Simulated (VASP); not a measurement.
# TaN (P-6m2) in VASP: a series of runs

The runs below take TaN through single point, with LDA, r2SCAN.

Everything below comes from runs of VASP 6.6.1. Logs are shortened: lines on timing, memory, paths and dates and some standing lists are left out, and cuts for length are marked.

### Step 1. The cell of the first run

It takes space group P-6m2 (No. 187, hexagonal). Conventional cell: a = 2.996 Å, b = 2.996 Å, c = 2.940 Å, α = 90.00°, β = 90.00°, γ = 120.00°. Within 3.0 Å of Ta (site symmetry -6m2) lie 6 N at 2.27 Å and 8 Ta at 2.94 to 3.00 Å. Within 3.0 Å of N (site symmetry -6m2) lie 6 Ta at 2.27 Å and 8 N at 2.94 to 3.00 Å.

### Step 2. Single point, LDA

Contents of INCAR:

```
SYSTEM = TaN
PREC = Accurate
ENCUT = 520
EDIFF = 1E-6
ISMEAR = -1
SIGMA = 0.05
LREAL = .False.
LASPH = .True.
NELM = 80
ALGO = Normal
ISIF = 2
LWAVE = .False.
LCHARG = .False.
GGA = CA
NBANDS = 15
```

Contents of KPOINTS:

```
Automatic mesh
0
Gamma
  10 10 9
  0 0 0
```

Contents of POSCAR:

```
TaN
1.0
    2.9956224723      0.0000000000      0.0000000000
   -1.4978112361      2.5942851611      0.0000000000
    0.0000000000      0.0000000000      2.9395437670
Ta N
1 1
Direct
    0.0000000000      0.0000000000      0.5000000000
    0.6666666667      0.3333333333      0.0000000000
```

Potentials or basis: VASP PAW LDA potentials, release 64 (Ta_pv, N).

Started as:

```sh
$ cat potpaw_LDA.64/Ta_pv/POTCAR potpaw_LDA.64/N/POTCAR > POTCAR
$ mpirun -np 1 vasp_std > vasp.out
```

OUTCAR:

```text
SYSTEM = TaN
   PREC = Accurate
   ENCUT = 520
   EDIFF = 1E-6
   ISMEAR = -1
   LREAL = .False.
   LASPH = .True.
   NELM = 80
   ISIF = 2
   GGA = CA

 ion  position               nearest neighbor table
   1  0.000  0.000  0.500-   2 2.27   2 2.27   2 2.27   2 2.27   2 2.27   2 2.27
   2  0.667  0.333  0.000-   1 2.27   1 2.27   1 2.27   1 2.27   1 2.27   1 2.27

  LATTYP: Found a hexagonal cell.
 ALAT       =     2.9956224723
 C/A-ratio  =     0.9812797821

  Lattice vectors:

 A1 = (   2.9956224723,   0.0000000000,   0.0000000000)
 A2 = (  -1.4978112361,   2.5942851611,   0.0000000000)
 A3 = (   0.0000000000,   0.0000000000,   2.9395437670)

Analysis of symmetry for initial positions (statically):
=====================================================================
 Subroutine PRICEL returns:
 Original cell was already a primitive cell.

 Routine SETGRP: Setting up the symmetry group for a
 hexagonal supercell.

 Subroutine GETGRP returns: Found 12 space group operations
 (whereof 12 operations were pure point group operations)
 out of a pool of 24 trial point group operations.

The static configuration has the point symmetry D_3h.

Analysis of symmetry for dynamics (positions and initial velocities):
=====================================================================
 Subroutine PRICEL returns:
 Original cell was already a primitive cell.

 Routine SETGRP: Setting up the symmetry group for a
 hexagonal supercell.

 Subroutine GETGRP returns: Found 12 space group operations
 (whereof 12 operations were pure point group operations)
 out of a pool of 24 trial point group operations.

The dynamic configuration has the point symmetry D_3h.

 Subroutine INISYM returns: Found 12 space group operations
 (whereof 12 operations are pure point group operations),
 and found     1 'primitive' translations

----------------------------------------------------------------------------------------

                                     Primitive cell

  volume of cell :      22.8447

  direct lattice vectors                    reciprocal lattice vectors
     2.995622472  0.000000000  0.000000000     0.333820436  0.192731319  0.000000000
    -1.497811236  2.594285161  0.000000000     0.000000000  0.385462637  0.000000000
     0.000000000  0.000000000  2.939543767     0.000000000  0.000000000  0.340188845

  length of vectors
     2.995622472  2.995622472  2.939543767     0.385462637  0.385462637  0.340188845

  position of ions in fractional coordinates (direct lattice)
     0.000000000  0.000000000  0.500000000
     0.666666667  0.333333333  0.000000000

  ion indices of the primitive-cell ions
   primitive index   ion index
                 1           1
                 2           2

----------------------------------------------------------------------------------------

 KPOINTS: Automatic mesh

Automatic generation of k-mesh.
 Grid dimensions read from file:
 generate k-points for:   10   10    9

 Generating k-lattice:

  Cartesian coordinates                     Fractional coordinates (reciprocal lattice)
     0.033382044  0.019273132  0.000000000     0.100000000  0.000000000  0.000000000
     0.000000000  0.038546264  0.000000000     0.000000000  0.100000000  0.000000000
     0.000000000  0.000000000  0.037798761     0.000000000  0.000000000  0.111111111

  Length of vectors
     0.038546264  0.038546264  0.037798761

  Shift w.r.t. Gamma in fractional coordinates (k-lattice)
     0.000000000  0.000000000  0.000000000

 Subroutine IBZKPT returns following result:
 ===========================================

 Found     70 irreducible k-points:

 Following reciprocal coordinates:
            Coordinates               Weight
  0.000000  0.000000  0.000000      1.000000
  0.100000  0.000000  0.000000      6.000000
  0.200000  0.000000  0.000000      6.000000
  0.300000 -0.000000  0.000000      6.000000
  0.400000 -0.000000  0.000000      6.000000
  0.500000  0.000000  0.000000      3.000000
[... 16 lines left out ...]
  0.300000  0.100000  0.111111     24.000000
  0.400000  0.100000  0.111111     24.000000
 [... further k-points ...]
   k-points           NKPTS =     70   k-points in BZ     NKDIM =     70   number of bands    NBANDS=     15
   number of dos      NEDOS =    301   number of ions     NIONS =      2
   total plane-waves  NPLWV =  13824
   dimension x,y,z NGX =    24 NGY =   24 NGZ =   24
   dimension x,y,z NGXF=    48 NGYF=   48 NGZF=   48
   ions per type =               1   1
   NGX,Y,Z   is equivalent  to a cutoff of  13.32, 13.32, 13.57 a.u.
   NGXF,Y,Z  is equivalent  to a cutoff of  26.64, 26.64, 27.15 a.u.
 SYSTEM =  TaN
   PREC   = accura    normal or accurate (medium, high low for compatibility)
   ISTART =      0    job   : 0-new  1-cont  2-samecut
   ICHARG =      2    charge: 1-file 2-atom 10-const
   ISPIN  =      1    spin polarized calculation?
   LNONCOLLINEAR =      F non collinear calculations
   LSORBIT =      F    spin-orbit coupling
   LASPH  =      T    aspherical Exc in radial PAW
   ENCUT  =  520.0 eV  38.22 Ry    6.18 a.u.   5.57  5.57  5.47*2*pi/ulx,y,z
   NELM   =     80;   NELMIN=  2; NELMDL= -5     # of ELM steps
   EDIFF  = 0.1E-05   stopping-criterion for ELM
   LREAL  =      F    real-space projection
   EDIFFG = 0.1E-04   stopping-criterion for IOM
   NSW    =      0    number of steps for IOM
   IBRION =     -1    ionic relax: 0-MD 1-quasi-New 2-CG
   NFREE  =      0    steps in history (QN), initial steepest desc. (CG)
   ISIF   =      2    stress and relaxation
   ISYM   =      2    0-nonsym 1-usesym 2-fastsym
   POTIM  = 0.5000    time-step for ionic-motion
   TEBEG  =    0.0;   TEEND  =   0.0 temperature during run
   PSTRESS=    0.0 pullay stress
   NELECT =      16.0000    total number of electrons
   NUPDOWN=      -1.0000    fix difference up-down
   EMIN   =  10.00;   EMAX   =-10.00  energy-range for DOS
   EFERMI =   0.00;   METHOD = LEGACY
   ISMEAR =    -1;   SIGMA  =   0.05  broadening in eV -4-tet -1-fermi 0-gaus
   EFERMI_NEDOS =   21; number of points for ismear=-14 and -15
   IALGO  =     38    algorithm
   IMIX   =      4    mixing-type and parameters
     AMIX     =   0.40;   BMIX     =  1.00
     AMIX_MAG =   1.60;   BMIX_MAG =  1.00
  volume/ion in A,a.u.               =      11.42        77.08
  Fermi-wavevector in a.u.,A,eV,Ry     =   1.453851  2.747380 28.758402  2.113683
  Thomas-Fermi vector in A             =   2.571070
   LORBIT       =      0    0 simple, 1 ext, 2 COOP (PROOUT), +10 PAW based schemes
   GGA     = CA    functional components
   LHFCALC =     F    Hartree Fock is set to
   AEXX    =    0.0000 exact exchange contribution
   IVDW    =     0    specifies the selected vdW correction
   LEPSILON=     F    determine dielectric tensor
   LRPA    =     F    only Hartree local field effects (RPA)
 non-spin polarized calculation
  energy-cutoff  :      520.00
  volume of cell :       22.84
 maximum number of plane-waves:       635
 NGX is ok and might be reduce to    24
   NGX = 11   NGY = 11   NGZ = 11

 number of electron      16.0000000 magnetization

 Free energy of the ion-electron system (eV)
  ---------------------------------------------------
  ext. energy  EPLUGINS =         0.00000000
  ---------------------------------------------------
  free energy    TOTEN  =       -24.54938545 eV

  energy without entropy =      -24.54897597  energy(sigma->0) =      -24.54918071

 E-fermi :   7.5260     XC(G=0): -13.2720

 val. band max:        7.4106310000   @ k =   0.0000   0.0000   0.4444
 cond. band min:       7.6761555708   @ k =   0.0000   0.0000   0.3333
 fundamental gap:      0.2655245708
 Fermi energy:         7.5260354914

 k-point     1 :       0.0000    0.0000    0.0000
  band No.  band energies     occupation
      1     -27.3043      2.00000
      2     -27.0641      2.00000
      3     -27.0641      2.00000
      4      -9.6014      2.00000
      5       3.2033      2.00000
      6       3.2033      2.00000
      7       3.5588      2.00000
      8       4.6973      2.00000
      9       9.4255      0.00000
     10      10.8135      0.00000
     11      10.8135      0.00000
     12      11.0975      0.00000
     13      11.0975      0.00000
     14      19.6654      0.00000
     15      20.2692      0.00000

 k-point     2 :       0.1000    0.0000    0.0000
  band No.  band energies     occupation
      1     -27.2932      2.00000
      2     -27.1512      2.00000
      3     -27.0830      2.00000
      4      -9.4139      2.00000
      5       2.6378      2.00000
      6       3.3453      2.00000
      7       3.8173      2.00000
      8       4.4278      2.00000
      9      10.0364      0.00000
     10      10.5024      0.00000
     11      10.8464      0.00000
     12      11.0035      0.00000
     13      11.3514      0.00000
     14      19.6668      0.00000
     15      20.2199      0.00000

 k-point     3 :       0.2000    0.0000    0.0000
  band No.  band energies     occupation
      1     -27.3732      2.00000
      2     -27.2642      2.00000
      3     -27.1323      2.00000
      4      -8.9126      2.00000
      5       1.5519      2.00000
      6       3.7026      2.00000
      7       3.8189      2.00000
      8       4.3561      2.00000
      9       9.6509      0.00000
     10      10.7674      0.00000
     11      11.0176      0.00000
     12      11.6036      0.00000
     13      11.8526      0.00000
     14      19.6710      0.00000
     15      20.1857      0.00000
[... 343 lines left out ...]
 k-point    23 :       0.3000    0.1000    0.1111
  band No.  band energies     occupation
      1     -27.7304      2.00000
      2     -27.2920      2.00000
      3     -27.2543      2.00000
      4      -7.8190      2.00000
      5       0.2851      2.00000
      6       2.5233      2.00000
      7       3.6873      2.00000
      8       5.3860      2.00000
      9       9.2511      0.00000
     10      10.5359      0.00000
     11      11.6532      0.00000
     12      12.6249      0.00000
     13      14.6643      0.00000
     14      19.6578      0.00000
     15      19.9592      0.00000

 k-point    24 :       0.4000    0.1000    0.1111
  band No.  band energies     occupation
      1     -27.8597      2.00000
      2     -27.2973      2.00000
      3     -27.2695      2.00000
      4      -7.4647      2.00000
      5      -0.1644      2.00000
      6       2.3946      2.00000
      7       3.5442      2.00000
      8       5.3777      2.00000
      9       9.8539      0.00000
     10      10.8088      0.00000
     11      11.6451      0.00000
     12      12.8418      0.00000
     13      15.9055      0.00000
     14      18.5247      0.00000
     15      19.6964      0.00000

 [... further k-points ...]
[... 5 lines left out ...]
  --------------------------------------------------------------------------------------
  -------------------------------------------------------------------------------------
  Total       -3.6960931     -3.6960931     -4.1909421     -0.0000000     -0.0000000      0.0000000
  in kB     -259.2201533   -259.2201533   -293.9256739     -0.0000000     -0.0000000      0.0000000
  external PRESSURE =    -270.7886601 kB  Pullay stress =       0.0000000 kB

 VOLUME and BASIS-vectors are now :
 -----------------------------------------------------------------------------
  energy-cutoff  :      520.00
  volume of cell :       22.84
      direct lattice vectors                 reciprocal lattice vectors
     2.995622472  0.000000000  0.000000000     0.333820436  0.192731319  0.000000000
    -1.497811236  2.594285161  0.000000000     0.000000000  0.385462637  0.000000000
     0.000000000  0.000000000  2.939543767     0.000000000  0.000000000  0.340188845

 POSITION                                       TOTAL-FORCE (eV/Angst)
 -----------------------------------------------------------------------------------
      0.00000      0.00000      1.46977        -0.000000      0.000000      0.000000
      1.49781      0.86476      0.00000         0.000000     -0.000000      0.000000
 -----------------------------------------------------------------------------------
    total drift:                               -0.000000      0.000000      0.000000

  FREE ENERGIE OF THE ION-ELECTRON SYSTEM (eV)
  ---------------------------------------------------
  free  energy   TOTEN  =       -24.5493854545 eV

  energy  without entropy=      -24.5489759692  energy(sigma->0) =      -24.54918071
```

It took 9 s on 1 thread of Intel Xeon Platinum 8375C at 2.90GHz (Ice Lake), shared host; peak memory 0.14 GiB.

What came out:

| Item | Value |
| --- | --- |
| Free energy | -24.5494 eV |
| Pressure | -27.1 GPa |
| Band gap on the k mesh | zero (band 8 reaches 7.68 eV, above the bottom of band 9 at 7.41 eV) |

Stress tensor (GPa, compression positive):
```
-25.92   0.00   0.00
  0.00 -25.92   0.00
  0.00   0.00 -29.39
```

Levels at points of the mesh, in eV from the Fermi level:
```
           k point  band 4  band 5  band 6  band 7  band 8  band 9  band 10  band 11  band 12  band 13
(0.00, 0.00, 0.00)  -17.13   -4.32   -4.32   -3.97   -2.83    1.90     3.29     3.29     3.57     3.57
(0.50, 0.00, 0.00)  -14.99   -7.94   -4.93   -3.27   -3.05    2.68     3.66     4.82     4.82     6.98
```

Caveat: spin-orbit coupling is left out, which moves the levels of the heavy elements.

[end of part 1 of 2]
